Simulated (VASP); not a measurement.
Input of a VASP 6.6.1 run:

Contents of INCAR:

```
SYSTEM = Ge3MoRu
PREC = Accurate
ENCUT = 600
EDIFF = 1E-6
ISMEAR = 0
SIGMA = 0.1
LREAL = .FALSE.
LASPH = .TRUE.
NELM = 60
ALGO = Normal
ISIF = 3
LWAVE = .FALSE.
LCHARG = .FALSE.
GGA = PE
IBRION = 2
NSW = 90
EDIFFG = -0.04
```

The input KPOINTS:

```
regular mesh
0
G
  4 4 4
  0 0 0
```

POSCAR

```
Ge3MoRu
1.0
    4.6207474100      0.0000000000      0.0000000000
    0.0000000000      4.6207474100      0.0000000000
    0.0000000000      0.0000000000      4.6207474100
Ge Mo Ru
3 1 1
Direct
    0.5000000000      0.0000000000      0.5000000000
    0.0000000000      0.5000000000      0.5000000000
    0.5000000000      0.5000000000      0.0000000000
    0.0000000000      0.0000000000      0.0000000000
    0.5000000000      0.5000000000      0.5000000000
```

Potentials or basis: VASP PAW PBE potentials, release 64 (Ge_d, Mo_sv, Ru_pv).

Command:

```sh
$ cat potpaw_PBE.64/Ge_d/POTCAR potpaw_PBE.64/Mo_sv/POTCAR potpaw_PBE.64/Ru_pv/POTCAR > POTCAR
$ mpirun -np 1 vasp_std > vasp.out
```

Q: Estimate the band gap on the k mesh.

A: Zero (band 35 reaches 7.04 eV, above the bottom of band 36 at 6.49 eV).

Q: What does it give for the relaxed cell?

A: a = 4.683 Å, b = 4.683 Å, c = 4.683 Å, α = 90.00°, β = 90.00°, γ = 90.00°.

The path:
| step | energy change (eV) | largest force (eV/Å) | pressure (GPa) | volume (Å³) |
| --- | --- | --- | --- | --- |
| 1 | 0.0000 | 0.0000 | 4.26 | 98.66 |
| 2 | -0.0138 | 0.0000 | -3.20 | 106.34 |
| 3 | -0.0514 | 0.0000 | 0.01 | 102.69 |
